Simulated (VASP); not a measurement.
Crystal: SiC.

```
CELL_PARAMETERS angstrom
2.98523 0.00000 0.00000
-1.49261 2.58528 0.00000
0.00000 0.00000 10.13439
ATOMIC_POSITIONS crystal
Si 0.00000 0.00000 0.00086
Si 0.33333 0.66667 0.25086
Si 0.00000 0.00000 0.50086
Si 0.66667 0.33333 0.75086
C 0.00000 0.00000 0.18638
C 0.33333 0.66667 0.43689
C 0.00000 0.00000 0.68638
C 0.66667 0.33333 0.93689
```

This cell differs from its parent crystal: epitaxial xy strain -3.0%.

Base run:

| Property | Result |
| --- | --- |
| Program | VASP 6.6.1 |
| Functional | PBE |
| Potentials or basis | VASP PAW PBE potentials, release 64 (Si, C) |
| Cutoff | 520 eV |
| k mesh | 12 × 12 × 4 |
| Occupations | fermi-dirac, width 0.02 eV |
| Spin | no spin polarisation |

Its results: band gap on the k mesh 1.96 eV, indirect (least direct gap 3.20 eV); pressure 17.5 GPa; largest force 0.048 eV/Å.

The run is repeated on the same cell with these changes: functional from PBE to r2SCAN; occupations from fermi-dirac, width 0.02 eV to gaussian, width 0.01 eV. What comes out?

Band gap on the k mesh 2.35 eV, indirect (least direct gap 3.65 eV); pressure 14.0 GPa; largest force 0.006 eV/Å.

Caveats: the PAW data sets were made with another functional, which shifts forces and pressure a little (some runs).

A k mesh can miss the band edges.
